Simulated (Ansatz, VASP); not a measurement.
Two plane-wave programs on MgSe

POSCAR

```
MgSe
1.0
    0.0000000000      2.7362693767      2.7362693767
    2.7362693767      0.0000000000      2.7362693767
    2.7362693767      2.7362693767      0.0000000000
Mg Se
1 1
Direct
    0.0000000000      0.0000000000      0.0000000000
    0.5000000000      0.5000000000      0.5000000000
```

INCAR.step1

```
ALGO = Normal ; EDIFF = 1E-5
ENCUT = 660 ; GGA = PE
GGA_COMPAT = F ; ISMEAR = 0
LASPH = T ; LCHARG = F
LREAL = F ; LWAVE = T
NBANDS = 11 ; NELM = 120
PREC = Accurate ; SIGMA = 0.2
```

INCAR.step2

```
ALGO = Normal ; EDIFF = 1E-6
ENCUT = 660 ; GGA_COMPAT = F
ISIF = 2 ; ISMEAR = 0
ISTART = 1 ; LASPH = T
LCHARG = F ; LMIXTAU = T
LREAL = F ; LWAVE = F
METAGGA = R2SCAN ; NBANDS = 11
NELM = 120 ; PREC = Accurate
SIGMA = 0.2
```

The input KPOINTS:

```
k-points
0
Gamma
  6 6 6
```

Input for Ansatz:

```yaml
crystal:
  lattice:
    - [0.0, 2.7362693767, 2.7362693767]
    - [2.7362693767, 0.0, 2.7362693767]
    - [2.7362693767, 2.7362693767, 0.0]
  atoms:
    - { symbol: Mg, position: [0.0, 0.0, 0.0] }
    - { symbol: Se, position: [0.5, 0.5, 0.5] }
kpoints:
  mp_grid: { grid: [6, 6, 6] }
hamiltonian:
  xc: r2scan
scf:
  occupations: { method: gaussian, width: 0.2 }
  n_extra_bands: 4
output:
  forces: true
  stress: true
  eigenvalues: true
```

Alike in both runs: task single point; functional r2SCAN; k mesh 6 × 6 × 6; occupations gaussian, width 0.2 eV; no spin polarisation.

|  | VASP | Ansatz |
| --- | --- | --- |
| version | VASP 6.6.1 | Ansatz 0.2.0 |
| potentials or method | VASP PAW PBE potentials, release 64 (Mg, Se) | plane waves |
| plane-wave cutoff (eV) | 660 | 500 |
| valence electrons in the cell | 8 | 26 |

|  | VASP | Ansatz | Ansatz less VASP |
| --- | --- | --- | --- |
| gap on the k mesh at the Fermi level (eV) | 2.44 | 2.48 | +0.037 |
| pressure (GPa) | -0.3 | 0.0 | +0.30 |

VASP's potentials were made for PBE, not for r2SCAN. VASP's potentials hold 8 valence electrons a cell and Ansatz's 26, so a difference there can come from the potentials and not from the codes.
